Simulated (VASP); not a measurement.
Cr: single point with PBE

Cr:

```
CELL_PARAMETERS angstrom
2.90479 0.00000 0.00000
0.00000 2.90479 0.00000
0.00000 0.00000 2.81366
ATOMIC_POSITIONS crystal
Cr 0.00000 0.00000 0.00000
Cr 0.50000 0.50000 0.50000
```

This cell differs from its parent crystal: biaxial strain in the a-b plane: +2.0 %.

```yaml
Program: VASP 6.6.1
Task: single point
Functional: PBE
Potentials_or_basis: VASP PAW PBE potentials, release 64 (Cr_pv)
Cutoff: 520 eV
k_mesh: 18 × 18 × 18
Occupations: gaussian, width 0.1 eV
Spin: no spin polarisation
Dipole_correction: no
Further_INCAR_settings: ALGO = Fast; EDIFF = 1e-06; NBANDS = 19
```

| Property | Result |
| --- | --- |
| Pressure | -6.9 GPa |
| Band gap on the k mesh | zero (bands 12 and 13 overlap by 1.62 eV) |

Stress tensor (GPa, compression positive):
```
-10.37   0.00   0.00
  0.00 -10.37   0.00
  0.00   0.00   0.06
```

Levels at points of the mesh, in eV from the Fermi level:
| k point | band 9 | band 10 | band 11 | band 12 | band 13 | band 14 | band 15 | band 16 |
| --- | --- | --- | --- | --- | --- | --- | --- | --- |
| (0.00, 0.00, 0.00) | -4.11 | -1.06 | -0.80 | -0.80 | 0.95 | 1.22 | 2.32 | 2.32 |
| (0.50, 0.00, 0.00) | -1.77 | -1.77 | -0.46 | -0.46 | -0.25 | -0.25 | 0.68 | 0.68 |
| (0.50, 0.50, 0.00) | -2.17 | -2.17 | 0.85 | 0.85 | 0.90 | 0.90 | 1.33 | 1.33 |
| (0.00, 0.00, 0.50) | -1.67 | -1.67 | -0.51 | -0.51 | -0.50 | -0.50 | 0.58 | 0.58 |
| (0.50, 0.00, 0.50) | -2.47 | -2.47 | 1.12 | 1.12 | 1.14 | 1.14 | 1.52 | 1.52 |
| (0.50, 0.50, 0.50) | -2.32 | -2.32 | -2.18 | -2.18 | 1.40 | 1.40 | 1.55 | 1.55 |

It took 8.4 min on 1 thread of AMD EPYC 7571, with other jobs on the host, peak memory 0.27 GiB.

Caveat: the cell differs from its parent crystal (biaxial strain in the a-b plane: +2.0 %); the stress differs along the axes, from -10 to 0 GPa; the run has no spin polarisation, though such a crystal can be magnetic. Spin polarisation is off, so any magnetic state and its effect on volume and gap are missing.
